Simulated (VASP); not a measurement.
# TiB2 (P6/mmm) in VASP: a series of runs

TiB2 is run at these levels: PBE; tasks: single point, relaxation of cell and atoms.

Program: VASP 6.6.1. These are calculated values, not measurements. Logs are shortened: lines on timing, memory, paths and dates and some standing lists are left out, and cuts for length are marked.

## Step 1: The cell of the first run

Symmetry: P6/mmm, No. 191, hexagonal system. The conventional cell has a = 3.032 Å, b = 3.032 Å, c = 3.224 Å, α = 90.00°, β = 90.00°, γ = 120.00°. Within 3.1 Å of Ti (site symmetry 6/mmm) lie 12 B at 2.38 Å and 6 Ti at 3.03 Å. B (site symmetry -6m2) has 3 B at 1.75 Å within 2.3 Å.

## Step 2: Single point, PBE

File INCAR:

```
ALGO = Normal
EDIFF = 1E-7
ENCUT = 520
GGA = PE
ISIF = 2
ISMEAR = 0
LASPH = True
LCHARG = False
LREAL = False
LWAVE = False
NBANDS = 16
NELM = 80
PREC = Accurate
SIGMA = 0.2
```

File KPOINTS:

```
k-points
0
Gamma
  16 16 14
```

File POSCAR:

```
TiB2
1.0
    3.0322168287      0.0000000000      0.0000000000
   -1.5161084143      2.6259768034      0.0000000000
    0.0000000000      0.0000000000      3.2237975522
Ti B
1 2
Direct
    0.0000000000      0.0000000000      0.0000000000
    0.3333333333      0.6666666667      0.5000000000
    0.6666666667      0.3333333333      0.5000000000
```

Potentials or basis: VASP PAW PBE potentials, release 64 (Ti_sv, B).

Command:

```sh
$ cat potpaw_PBE.64/Ti_sv/POTCAR potpaw_PBE.64/B/POTCAR > POTCAR
$ mpirun -np 1 vasp_std > vasp.out
```

OUTCAR:

```text
EDIFF = 1E-7
   ENCUT = 520
   GGA = PE
   ISIF = 2
   ISMEAR = 0
   LASPH = True
   LREAL = False
   NELM = 80
   PREC = Accurate

 ion  position               nearest neighbor table
   1  0.000  0.000  0.000-   2 2.38   3 2.38   2 2.38   3 2.38   2 2.38   2 2.38   3 2.38   3 2.38
                             3 2.38   3 2.38   2 2.38   2 2.38
   2  0.333  0.667  0.500-   3 1.75   3 1.75   3 1.75   1 2.38   1 2.38   1 2.38   1 2.38   1 2.38
                             1 2.38
   3  0.667  0.333  0.500-   2 1.75   2 1.75   2 1.75   1 2.38   1 2.38   1 2.38   1 2.38   1 2.38
                             1 2.38

  LATTYP: Found a hexagonal cell.
 ALAT       =     3.0322168287
 C/A-ratio  =     1.0631817361

  Lattice vectors:

 A1 = (   3.0322168287,   0.0000000000,   0.0000000000)
 A2 = (  -1.5161084143,   2.6259768034,   0.0000000000)
 A3 = (   0.0000000000,   0.0000000000,   3.2237975522)

Analysis of symmetry for initial positions (statically):
=====================================================================
 Subroutine PRICEL returns:
 Original cell was already a primitive cell.

 Routine SETGRP: Setting up the symmetry group for a
 hexagonal supercell.

 Subroutine GETGRP returns: Found 24 space group operations
 (whereof 24 operations were pure point group operations)
 out of a pool of 24 trial point group operations.

The static configuration has the point symmetry D_6h.

Analysis of symmetry for dynamics (positions and initial velocities):
=====================================================================
 Subroutine PRICEL returns:
 Original cell was already a primitive cell.

 Routine SETGRP: Setting up the symmetry group for a
 hexagonal supercell.

 Subroutine GETGRP returns: Found 24 space group operations
 (whereof 24 operations were pure point group operations)
 out of a pool of 24 trial point group operations.

The dynamic configuration has the point symmetry D_6h.

 Subroutine INISYM returns: Found 24 space group operations
 (whereof 24 operations are pure point group operations),
 and found     1 'primitive' translations

----------------------------------------------------------------------------------------

                                     Primitive cell

  volume of cell :      25.6696

  direct lattice vectors                    reciprocal lattice vectors
     3.032216829  0.000000000  0.000000000     0.329791719  0.190405338  0.000000000
    -1.516108414  2.625976803  0.000000000     0.000000000  0.380810675  0.000000000
     0.000000000  0.000000000  3.223797552     0.000000000  0.000000000  0.310193176

  length of vectors
     3.032216829  3.032216829  3.223797552     0.380810675  0.380810675  0.310193176

  position of ions in fractional coordinates (direct lattice)
     0.000000000  0.000000000  0.000000000
     0.333333333  0.666666667  0.500000000
     0.666666667  0.333333333  0.500000000

  ion indices of the primitive-cell ions
   primitive index   ion index
                 1           1
                 2           2
                 3           3

----------------------------------------------------------------------------------------

 KPOINTS: k-points

Automatic generation of k-mesh.
 Grid dimensions read from file:
 generate k-points for:   16   16   14

 Generating k-lattice:

  Cartesian coordinates                     Fractional coordinates (reciprocal lattice)
     0.020611982  0.011900334  0.000000000     0.062500000 -0.000000000  0.000000000
     0.000000000  0.023800667  0.000000000     0.000000000  0.062500000  0.000000000
     0.000000000  0.000000000  0.022156655     0.000000000  0.000000000  0.071428571

  Length of vectors
     0.023800667  0.023800667  0.022156655

  Shift w.r.t. Gamma in fractional coordinates (k-lattice)
     0.000000000  0.000000000  0.000000000

 Subroutine IBZKPT returns following result:
 ===========================================

 Found    240 irreducible k-points:

 Following reciprocal coordinates:
            Coordinates               Weight
  0.000000  0.000000  0.000000      1.000000
  0.062500 -0.000000  0.000000      6.000000
  0.125000 -0.000000  0.000000      6.000000
  0.187500  0.000000  0.000000      6.000000
  0.250000 -0.000000  0.000000      6.000000
  0.312500 -0.000000  0.000000      6.000000
[... 16 lines left out ...]
  0.187500  0.187500  0.000000      6.000000
  0.250000  0.187500  0.000000     12.000000
 [... further k-points ...]
   k-points           NKPTS =    240   k-points in BZ     NKDIM =    240   number of bands    NBANDS=     16
   number of dos      NEDOS =    301   number of ions     NIONS =      3
   total plane-waves  NPLWV =  13824
   dimension x,y,z NGX =    24 NGY =   24 NGZ =   24
   dimension x,y,z NGXF=    48 NGYF=   48 NGZF=   48
   ions per type =               1   2
   NGX,Y,Z   is equivalent  to a cutoff of  13.16, 13.16, 12.38 a.u.
   NGXF,Y,Z  is equivalent  to a cutoff of  26.32, 26.32, 24.75 a.u.
 SYSTEM =  unknown system
   PREC   = accura    normal or accurate (medium, high low for compatibility)
   ISTART =      0    job   : 0-new  1-cont  2-samecut
   ICHARG =      2    charge: 1-file 2-atom 10-const
   ISPIN  =      1    spin polarized calculation?
   LNONCOLLINEAR =      F non collinear calculations
   LSORBIT =      F    spin-orbit coupling
   LASPH  =      T    aspherical Exc in radial PAW
   ENCUT  =  520.0 eV  38.22 Ry    6.18 a.u.   5.64  5.64  5.99*2*pi/ulx,y,z
   NELM   =     80;   NELMIN=  2; NELMDL= -5     # of ELM steps
   EDIFF  = 0.1E-06   stopping-criterion for ELM
   LREAL  =      F    real-space projection
   EDIFFG = 0.1E-05   stopping-criterion for IOM
   NSW    =      0    number of steps for IOM
   IBRION =     -1    ionic relax: 0-MD 1-quasi-New 2-CG
   NFREE  =      0    steps in history (QN), initial steepest desc. (CG)
   ISIF   =      2    stress and relaxation
   ISYM   =      2    0-nonsym 1-usesym 2-fastsym
   POTIM  = 0.5000    time-step for ionic-motion
   TEBEG  =    0.0;   TEEND  =   0.0 temperature during run
   PSTRESS=    0.0 pullay stress
   NELECT =      18.0000    total number of electrons
   NUPDOWN=      -1.0000    fix difference up-down
   EMIN   =  10.00;   EMAX   =-10.00  energy-range for DOS
   EFERMI =   0.00;   METHOD = LEGACY
   ISMEAR =     0;   SIGMA  =   0.20  broadening in eV -4-tet -1-fermi 0-gaus
   EFERMI_NEDOS =   21; number of points for ismear=-14 and -15
   IALGO  =     38    algorithm
   IMIX   =      4    mixing-type and parameters
     AMIX     =   0.40;   BMIX     =  1.00
     AMIX_MAG =   1.60;   BMIX_MAG =  1.00
  volume/ion in A,a.u.               =       8.56        57.74
  Fermi-wavevector in a.u.,A,eV,Ry     =   1.454430  2.748473 28.781294  2.115365
  Thomas-Fermi vector in A             =   2.571581
   LORBIT       =      0    0 simple, 1 ext, 2 COOP (PROOUT), +10 PAW based schemes
   GGA     = PE    functional components
   LHFCALC =     F    Hartree Fock is set to
   AEXX    =    0.0000 exact exchange contribution
   IVDW    =     0    specifies the selected vdW correction
   LEPSILON=     F    determine dielectric tensor
   LRPA    =     F    only Hartree local field effects (RPA)
 non-spin polarized calculation
 Gauss-broadening in eV      SIGMA  =   0.20
  energy-cutoff  :      520.00
  volume of cell :       25.67
 maximum number of plane-waves:       719
 NGX is ok and might be reduce to    24
   NGX = 11   NGY = 11   NGZ = 11

 number of electron      18.0000001 magnetization

 Free energy of the ion-electron system (eV)
  ---------------------------------------------------
  ext. energy  EPLUGINS =         0.00000000
  ---------------------------------------------------
  free energy    TOTEN  =       -24.43363859 eV

  energy without entropy =      -24.42738103  energy(sigma->0) =      -24.43050981

 E-fermi :  10.0098     XC(G=0): -12.7665

 val. band max:       10.0091537664   @ k =   0.0625   0.0625   0.3571
 cond. band min:      10.0361407898   @ k =   0.0625   0.0625   0.2857
 fundamental gap:      0.0269870234
 Fermi energy:        10.0097500711

 k-point     1 :       0.0000    0.0000    0.0000
  band No.  band energies     occupation
      1     -46.9618      2.00000
      2     -23.3127      2.00000
      3     -23.0006      2.00000
      4     -23.0006      2.00000
      5      -3.5084      2.00000
      6       7.3776      2.00000
[... 8 lines left out ...]
     15      15.7390      0.00000
     16      16.8696      0.00000

 k-point     2 :       0.0625   -0.0000    0.0000
  band No.  band energies     occupation
      1     -46.9598      2.00000
      2     -23.3101      2.00000
      3     -23.0162      2.00000
      4     -23.0041      2.00000
      5      -3.4332      2.00000
      6       7.1576      2.00000
[... 8 lines left out ...]
     15      16.2255      0.00000
     16      17.1064      0.00000

 k-point     3 :       0.1250   -0.0000    0.0000
  band No.  band energies     occupation
      1     -46.9540      2.00000
      2     -23.3027      2.00000
      3     -23.0607      2.00000
      4     -23.0142      2.00000
      5      -3.2099      2.00000
      6       6.5552      2.00000
[... 8 lines left out ...]
     15      17.2970      0.00000
     16      17.8304      0.00000

 k-point     4 :       0.1875    0.0000    0.0000
  band No.  band energies     occupation
      1     -46.9453      2.00000
      2     -23.2916      2.00000
      3     -23.1268      2.00000
      4     -23.0293      2.00000
      5      -2.8455      2.00000
      6       5.7040      2.00000
[... 8 lines left out ...]
     15      17.9682      0.00000
     16      18.6398      0.00000
[... 324 lines left out ...]
 k-point    22 :       0.4375    0.1250    0.0000
  band No.  band energies     occupation
      1     -46.9061      2.00000
      2     -23.3817      2.00000
      3     -23.2419      2.00000
      4     -23.1308      2.00000
      5       0.8569      2.00000
      6       0.8787      2.00000
[... 8 lines left out ...]
     15      18.0443      0.00000
     16      18.9159      0.00000

 k-point    23 :       0.1875    0.1875    0.0000
  band No.  band energies     occupation
      1     -46.9223      2.00000
      2     -23.2682      2.00000
      3     -23.2624      2.00000
      4     -23.0988      2.00000
      5      -1.5985      2.00000
      6       4.0591      2.00000
[... 8 lines left out ...]
     15      18.3724      0.00000
     16      19.3641      0.00000

 k-point    24 :       0.2500    0.1875    0.0000
  band No.  band energies     occupation
      1     -46.9142      2.00000
      2     -23.3102      2.00000
      3     -23.2521      2.00000
      4     -23.1303      2.00000
      5      -0.9439      2.00000
      6       3.3201      2.00000
[... 8 lines left out ...]
     15      18.4826      0.00000
     16      19.6500      0.00000

 [... further k-points ...]

------------------------ aborting loop because EDIFF is reached ----------------------------------------

  FORCE on cell =-STRESS in cart. coord.  units (eV):
  Direction    XX          YY          ZZ          XY          YZ          ZX
  --------------------------------------------------------------------------------------
  -------------------------------------------------------------------------------------
  Total        0.0278995      0.0278995      0.0308757      0.0000000     -0.0000000     -0.0000000
  in kB        1.7413560      1.7413560      1.9271193      0.0000000     -0.0000000     -0.0000000
  external PRESSURE =       1.8032771 kB  Pullay stress =       0.0000000 kB

 VOLUME and BASIS-vectors are now :
 -----------------------------------------------------------------------------
  energy-cutoff  :      520.00
  volume of cell :       25.67
      direct lattice vectors                 reciprocal lattice vectors
     3.032216829  0.000000000  0.000000000     0.329791719  0.190405338  0.000000000
    -1.516108414  2.625976803  0.000000000     0.000000000  0.380810675  0.000000000
     0.000000000  0.000000000  3.223797552     0.000000000  0.000000000  0.310193176

 POSITION                                       TOTAL-FORCE (eV/Angst)
 -----------------------------------------------------------------------------------
      0.00000      0.00000      0.00000        -0.000000      0.000000      0.000000
     -0.00000      1.75065      1.61190         0.000000     -0.000000     -0.000000
      1.51611      0.87533      1.61190        -0.000000      0.000000      0.000000
 -----------------------------------------------------------------------------------
    total drift:                               -0.000000      0.000000      0.000000

  FREE ENERGIE OF THE ION-ELECTRON SYSTEM (eV)
  ---------------------------------------------------
  free  energy   TOTEN  =       -24.4336385931 eV

  energy  without entropy=      -24.4273810264  energy(sigma->0) =      -24.43050981
```

It took 27 s on 1 thread of Intel Xeon 6975P-C (Granite Rapids), shared host; peak memory 0.21 GiB.

Results:

```
Free energy            : -24.4336 eV
Pressure               : 0.2 GPa
Band gap on the k mesh : zero (band 9 reaches 10.39 eV, above the bottom of band 10 at 9.80 eV)
```

(Continued in part 2 of 2.)
